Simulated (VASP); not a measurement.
Wanted: the native input for a VASP 6.6.1 run.

| Property | Result |
| --- | --- |
| Task | single point |
| Functional | r2SCAN |
| Potentials or basis | VASP PAW PBE potentials, release 64 (Ta_pv) |
| Cutoff | 520 eV |
| k mesh | 20 × 20 × 20 |
| Occupations | gaussian, width 0.15 eV |
| Spin | no spin polarisation |
| Dipole correction | no |
| Further INCAR settings | ALGO = Normal; EDIFF = 1e-06; NBANDS = 12 |

The system is Ta.

```xyz
1
Lattice="-1.6760 1.6513 1.6513 1.6760 -1.6513 1.6513 1.6760 1.6513 -1.6513" Properties=species:S:1:pos:R:3 pbc="T T T"
Ta    0.0000    0.0000    0.0000
```

This cell differs from its parent crystal: strain +0.0150 x Voigt [1, 0, 0, 0, 0, 0].

These files were run (other wordings do the same):

POSCAR

```
Ta
1.0
   -1.6760492000      1.6512800000      1.6512800000
    1.6760492000     -1.6512800000      1.6512800000
    1.6760492000      1.6512800000     -1.6512800000
Ta
1
Direct
    0.0000000000      0.0000000000      0.0000000000
```

INCAR.step1

```
SYSTEM = Ta
  PREC = Accurate
  ENCUT = 520
  ISMEAR = 0
  SIGMA = 0.15
  LREAL = .False.
  LASPH = .True.
  NELM = 100
  NBANDS = 12
  GGA = PE
  ALGO = Normal
  EDIFF = 1E-4
  LWAVE = .True.
  LCHARG = .False.
```

INCAR.step2

```
SYSTEM = Ta
  PREC = Accurate
  ENCUT = 520
  EDIFF = 1E-6
  ISMEAR = 0
  SIGMA = 0.15
  LREAL = .False.
  LASPH = .True.
  NELM = 100
  ALGO = Normal
  ISIF = 2
  LWAVE = .False.
  LCHARG = .True.
  METAGGA = R2SCAN
  LMIXTAU = .True.
  LELF = .True.
  LVHAR = .True.
  NBANDS = 12
  ISTART = 1
```

KPOINTS

```
Automatic mesh
0
Gamma
  20 20 20
  0 0 0
```

Potentials or basis: VASP PAW PBE potentials, release 64 (Ta_pv).

The run is started by

```sh
$ cat potpaw_PBE.64/Ta_pv/POTCAR > POTCAR
$ cp INCAR.step1 INCAR
$ mpirun -np 1 vasp_std > vasp.out
$ cp INCAR.step2 INCAR
$ mpirun -np 1 vasp_std > vasp.out
```

It gave:

The pressure is -1.9 GPa and the band gap on the k mesh is zero (an odd number of electrons rules out a gap without spin polarisation).

Caveat: the cell differs from its parent crystal (strain +0.0150 x Voigt [1, 0, 0, 0, 0, 0]); the PAW data sets were made with another functional, which shifts forces and pressure a little; spin-orbit coupling is left out, which moves the levels of the heavy elements.

Run time: 2.3 min on 1 thread of Intel(R) Xeon(R) 6975P-C (Granite Rapids), with other jobs on the host, peak memory 0.26 GiB.
